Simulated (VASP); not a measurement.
Write the native input for VASP 6.6.1 that does the following.

- Task: relaxation of cell and atoms
- Functional: PBEsol
- Potentials or basis: VASP PAW PBE potentials, release 64 (Re)
- Cutoff: 600 eV
- k mesh: 13 × 13 × 13
- Occupations: fermi-dirac, width 0.1 eV
- Spin: no spin polarisation
- Target pressure: 40 GPa
- Dipole correction: no
- Further INCAR settings: ALGO = Normal; EDIFF = 1e-06; IBRION = 2; EDIFFG = -0.02; NSW = 80; ISIF = 3

The structure of Re lies in POSCAR:

```
Re
1.0
    0.0000000000      2.6750000000      2.6750000000
    2.6750000000      0.0000000000      2.6750000000
    2.6750000000      2.6750000000      0.0000000000
Re
2
Direct
    0.0000000000      0.0000000000      0.0000000000
    0.2500000000      0.2500000000      0.2500000000
```

This isn't the form of Re at room conditions, which is hcp.

The input as run:

INCAR

```
PREC     = Accurate       # precision mode
ENCUT    = 600            # plane-wave cutoff, eV
EDIFF    = 1E-6           # SCF threshold, eV
ISMEAR   = -1             # smearing method
SIGMA    = 0.1            # smearing width, eV
LREAL    = False          # projectors in reciprocal space
LASPH    = True           # aspherical terms in the spheres
NELM     = 100            # most SCF steps
ALGO     = Normal         # electronic algorithm
ISIF     = 3              # what is computed and relaxed
LWAVE    = False          # write WAVECAR
LCHARG   = False          # write CHGCAR
GGA      = PS             # functional
IBRION   = 2              # ionic algorithm
NSW      = 80             # ionic steps
EDIFFG   = -0.02          # ionic threshold
PSTRESS  = 400.0
```

KPOINTS

```
Automatic mesh
0
Gamma
  13 13 13
```

Potentials or basis: VASP PAW PBE potentials, release 64 (Re).

Run with:

```console
$ cat potpaw_PBE.64/Re/POTCAR > POTCAR
$ mpirun -np 1 vasp_std > vasp.out
```

It gave:

```json
{"Relaxed volume": "18.58 Å³/atom", "Relaxed cell": "a = 3.746 Å, b = 3.746 Å, c = 3.746 Å, α = 60.00°, β = 60.00°, γ = 60.00°", "Space group after relaxing (to 0.1 Å)": "Fd-3m (No. 227)", "Energy change on relaxing (the run minimises the enthalpy)": "+122.8 meV/atom", "Ionic steps": "5", "Pressure after relaxing": "40.1 GPa", "Band gap on the k mesh": "zero (bands 7 and 8 overlap by 1.42 eV)"}
```

Caveat: the cell is relaxed towards a set pressure, so the run minimises the enthalpy, not the energy; the PAW data sets were made with another functional, which shifts forces and pressure a little; spin-orbit coupling is left out, which moves the levels of the heavy elements.

It took 3.4 min on 1 thread of AMD EPYC 7R13, on a shared host, peak memory 0.18 GiB.
